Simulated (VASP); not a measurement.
Write the native input for VASP 6.6.1 that does the following.

* Task: single point
* Functional: PBE
* Potentials or basis: VASP PAW PBE potentials, release 64 (Li_sv, H)
* Cutoff: 750 eV
* k mesh: 10 × 10 × 10
* Occupations: gaussian, width 0.05 eV
* Spin: no spin polarisation
* Dipole correction: no
* Further INCAR settings: ALGO = Normal; EDIFF = 1e-06; NBANDS = 9

The structure of LiH lies in POSCAR:

```
LiH
1.0
    0.0000000000      1.9715250000      2.0325000000
    2.0325000000      0.0000000000      2.0325000000
    2.0325000000      1.9715250000      0.0000000000
Li H
1 1
Direct
    0.0000000000      0.0000000000      0.0000000000
    0.5000000000      0.5000000000      0.5000000000
```

This cell differs from its parent crystal: strain -0.0300 x Voigt [0, 1, 0, 0, 0, 0].

These files were run (other wordings do the same):

INCAR

```
SYSTEM = LiH
  PREC = Accurate
  ENCUT = 750
  EDIFF = 1E-6
  ISMEAR = 0
  SIGMA = 0.05
  LREAL = .FALSE.
  LASPH = .TRUE.
  NELM = 120
  ALGO = Normal
  ISIF = 2
  LWAVE = .FALSE.
  LCHARG = .FALSE.
  GGA = PE
  NBANDS = 9
  GGA_COMPAT = .FALSE.
```

KPOINTS

```
regular mesh
0
G
  10 10 10
  0 0 0
```

Potentials or basis: VASP PAW PBE potentials, release 64 (Li_sv, H).

Launch:

```bash
$ cat potpaw_PBE.64/Li_sv/POTCAR potpaw_PBE.64/H/POTCAR > POTCAR
$ mpirun -np 1 vasp_std > vasp.out
```

It gave:

| Item | Value |
| --- | --- |
| Pressure | -0.6 GPa |
| Band gap on the k mesh | 2.70 eV, indirect (least direct gap 2.93 eV) |

Caveat: the cell differs from its parent crystal (strain -0.0300 x Voigt [0, 1, 0, 0, 0, 0]).

Run time: 33 s on 1 thread of AMD EPYC 7R13 (shared host), peak memory 0.13 GiB.
